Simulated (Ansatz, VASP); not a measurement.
**One calculation of Al6N, two programs**

```
Al N
1.0
     2.88740    0.00000    0.00000
    -1.44370    2.50056    0.00000
     0.00000    0.00000   13.99175
Al N
6 1
Direct
  0.33333 0.66667 0.08622
  0.66667 0.33333 0.91378
  0.66667 0.33333 0.41705
  0.33333 0.66667 0.58295
  0.00000 0.00000 0.75041
  0.00000 0.00000 0.24959
  0.00000 0.00000 0.00000
```

Alike in both runs: task single point; functional PBE; k mesh 6 × 6 × 2; occupations gaussian, width 0.1 eV; collinear spin.

|  | VASP | Ansatz |
| --- | --- | --- |
| version | VASP 6.6.1 | Ansatz 0.2.0 |
| potentials or method | VASP PAW PBE potentials, release 64 (Al, N), cutoff 520 eV | scalar-relativistic, plane waves, PAW |
| valence electrons in the cell | 23 | 23 |

Ansatz gave:

```
gap on the k mesh at the Fermi level (eV) : none
pressure (GPa)                            : 0.0
rms of the force components (eV/Å)        : 0.012
net moment per atom (μB)                  : 0.00
```

Q: Which values does VASP return?

A: gap on the k mesh at the Fermi level (eV): none; pressure (GPa): -0.1; rms of the force components (eV/Å): 0.008; net moment per atom (μB): 0.00.

Atom by atom the forces differ by 0.005 eV/Å (rms over components). A gap of «none» marks a metal or a gap that the smearing closes. Ansatz's warnings: seeded moment not kept.

The k mesh is coarse, so the values compare programs but aren't converged.
